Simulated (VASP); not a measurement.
Input of a VASP 6.6.1 run:

File POSCAR:

```
Ag
1.0
    0.0000000000      2.0519153507      2.0519153507
    2.0519153507      0.0000000000      2.0519153507
    2.0519153507      2.0519153507      0.0000000000
Ag
1
Direct
    0.0000000000      0.0000000000      0.0000000000
```

Contents of INCAR.step1:

```
  PREC = Accurate
  ENCUT = 520
  ISMEAR = -1
  SIGMA = 0.1
  LREAL = F
  LASPH = T
  NELM = 60
  NBANDS = 12
  GGA = PE
  ALGO = Normal
  EDIFF = 1E-4
  LWAVE = T
  LCHARG = F
```

INCAR.step2

```
  PREC = Accurate
  ENCUT = 520
  EDIFF = 1E-6
  ISMEAR = -1
  SIGMA = 0.1
  LREAL = F
  LASPH = T
  NELM = 60
  ALGO = Normal
  ISIF = 2
  LWAVE = F
  LCHARG = F
  METAGGA = R2SCAN
  LMIXTAU = T
  NBANDS = 12
  ISTART = 1
```

The input KPOINTS:

```
regular mesh
0
Gamma
  13 13 13
```

Potentials or basis: VASP PAW PBE potentials, release 64 (Ag).

Command:

```sh
$ cat potpaw_PBE.64/Ag/POTCAR > POTCAR
$ cp INCAR.step1 INCAR
$ mpirun -np 1 vasp_std > vasp.out
$ cp INCAR.step2 INCAR
$ mpirun -np 1 vasp_std > vasp.out
```

Problem. What does it give for the pressure?

Solution. 0.1 GPa.

Caveat: the PAW data sets were made with another functional, which shifts forces and pressure a little.
